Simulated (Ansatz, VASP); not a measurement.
# Two plane-wave programs on Al

File INCAR:

```
ALGO = Normal
EDIFF = 1E-7
ENCUT = 520
GGA = PE
ISIF = 2
ISMEAR = 0
IVDW = 12
LASPH = T
LCHARG = F
LREAL = F
LWAVE = F
NBANDS = 8
NELM = 100
PREC = Accurate
SIGMA = 0.15
```

File KPOINTS:

```
k-points
0
Gamma
  22 22 22
```

The input POSCAR:

```
Al
1.0
    0.0000000000      1.9870268562      2.3188603412
    1.9870268562      0.0000000000      2.3188603412
    1.9870268562      1.9870268562      0.0000000000
Al
1
Direct
    0.0000000000      0.0000000000      0.0000000000
```

Input for Ansatz:

```yaml
crystal:
  lattice:
    - [0.0, 1.9870268562, 2.3188603412]
    - [1.9870268562, 0.0, 2.3188603412]
    - [1.9870268562, 1.9870268562, 0.0]
  atoms:
    - { symbol: Al, position: [0.0, 0.0, 0.0] }
basis:
  ecutwfc: 420
kpoints:
  mp_grid: { grid: [22, 22, 22] }
hamiltonian:
  xc: pbe
  pseudopotentials: { kind: paw, azcp: { folder: soft_1 } }
  dispersion: d3bj
scf:
  occupations: { method: gaussian, width: 0.15 }
output:
  forces: true
  stress: true
  eigenvalues: true
```

Alike in both runs: task single point; functional PBE; dispersion D3(BJ); k mesh 22 × 22 × 22; occupations gaussian, width 0.15 eV; no spin polarisation.

```csv
,VASP,Ansatz
version,VASP 6.6.1,Ansatz 0.2.0
potentials or method,"VASP PAW PBE potentials, release 64 (Al), cutoff 520 eV","scalar-relativistic, plane waves, PAW"
valence electrons in the cell,3,3
```

|  | VASP | Ansatz | Ansatz less VASP |
| --- | --- | --- | --- |
| gap on the k mesh at the Fermi level (eV) | none | none | - |
| pressure (GPa) | -7.8 | -7.8 | +0.01 |
| traceless stress, the component that is largest in VASP (GPa) | -4.01 | -4.03 | -0.017 |

A gap of «none» marks a metal or a gap that the smearing closes.
